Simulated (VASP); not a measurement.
A run of VASP 6.6.1 is set up as follows.

INCAR

```
SYSTEM = AlN
PREC     = Accurate       ! precision mode
ENCUT    = 520            ! plane-wave cutoff, eV
EDIFF    = 1E-7           ! SCF threshold, eV
ISMEAR   = 0              ! smearing method
SIGMA    = 0.02           ! smearing width, eV
LREAL    = .False.        ! projectors in reciprocal space
LASPH    = .True.         ! aspherical terms in the spheres
NELM     = 100            ! most SCF steps
ALGO     = Normal         ! electronic algorithm
ISIF     = 2              ! what is computed and relaxed
LWAVE    = .False.        ! write WAVECAR
LCHARG   = .False.        ! write CHGCAR
GGA      = PE             ! functional
NBANDS   = 11             ! bands
```

KPOINTS

```
regular mesh
0
Gamma
  10 10 10
  0 0 0
```

Contents of POSCAR:

```
AlN
1.0
    0.0000000000      2.2233864142      2.2233864142
    2.2233864142      0.0000000000      2.2233864142
    2.2233864142      2.2233864142      0.0000000000
Al N
1 1
Direct
    0.0000000000      0.0000000000      0.0000000000
    0.7500000000      0.7500000000      0.7500000000
```

Potentials or basis: VASP PAW PBE potentials, release 64 (Al, N).

Command:

```console
$ cat potpaw_PBE.64/Al/POTCAR potpaw_PBE.64/N/POTCAR > POTCAR
$ mpirun -np 1 vasp_std > vasp.out
```

Task: Predict the band gap on the k mesh.

Result: 3.29 eV, indirect (least direct gap 3.73 eV).

Task: Estimate the pressure.

Result: -5.6 GPa.

 A k mesh can miss the band edges.
